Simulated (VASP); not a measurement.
A run of VASP 6.6.1 is set up as follows.

File INCAR:

```
PREC     = Accurate       # precision mode
ENCUT    = 520            # plane-wave cutoff, eV
EDIFF    = 1E-7           # SCF threshold, eV
ISMEAR   = -1             # smearing method
SIGMA    = 0.01           # smearing width, eV
LREAL    = False          # projectors in reciprocal space
LASPH    = True           # aspherical terms in the spheres
NELM     = 100            # most SCF steps
ALGO     = Normal         # electronic algorithm
ISIF     = 2              # what is computed and relaxed
LWAVE    = False          # write WAVECAR
LCHARG   = True           # write CHGCAR
GGA      = PE             # functional
LELF     = True           # ELF
LVHAR    = True         
NBANDS   = 17             # bands
```

File KPOINTS:

```
regular mesh
0
Gamma
  8 8 8
```

File POSCAR:

```
PbS
1.0
    0.0000000000      3.0231520185      3.0231520185
    3.0231520185      0.0000000000      3.0231520185
    3.0231520185      3.0231520185      0.0000000000
Pb S
1 1
Direct
    0.0000000000      0.0000000000      0.0000000000
    0.5000000000      0.5000000000      0.5000000000
```

Potentials or basis: VASP PAW PBE potentials, release 64 (Pb_d, S).

Run with:

```sh
$ cat potpaw_PBE.64/Pb_d/POTCAR potpaw_PBE.64/S/POTCAR > POTCAR
$ mpirun -np 1 vasp_std > vasp.out
```

(1) Estimate the band gap on the k mesh.

(2) Estimate the pressure.

## Answers

(1) 0.56 eV, direct.

(2) -1.0 GPa.

Caveat: spin-orbit coupling is left out, which moves the levels of the heavy elements.
